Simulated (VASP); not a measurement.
Here is a VASP 6.6.1 calculation.

File INCAR:

```
PREC = Accurate ; ENCUT = 520
EDIFF = 1E-6 ; ISMEAR = -1
SIGMA = 0.02 ; LREAL = F
LASPH = T ; NELM = 100
ALGO = Fast ; ISIF = 2
LWAVE = F ; LCHARG = F
GGA = PS ; IVDW = 13
NBANDS = 11
```

Contents of KPOINTS:

```
regular mesh
0
Gamma
  12 12 12
```

Contents of POSCAR:

```
Pd
1.0
   -1.5722810000      1.5722810000      1.5722810000
    1.5722810000     -1.5722810000      1.5722810000
    1.5722810000      1.5722810000     -1.5722810000
Pd
1
Direct
    0.0000000000      0.0000000000      0.0000000000
```

Potentials or basis: VASP PAW PBE potentials, release 64 (Pd).

Run with:

```bash
$ cat potpaw_PBE.64/Pd/POTCAR > POTCAR
$ mpirun -np 1 vasp_std > vasp.out
```

**Question.** Predict the dispersion energy per atom.

**Answer.** -0.273 eV.

**Question.** Predict the band gap on the k mesh.

**Answer.** Zero (band 5 reaches 9.31 eV, above the bottom of band 6 at 7.77 eV).

**Question.** What does it give for the pressure?

**Answer.** -12.9 GPa.

Caveat: the PAW data sets were made with another functional, which shifts forces and pressure a little; pairwise dispersion overbinds metals, which lowers pressure and volume.
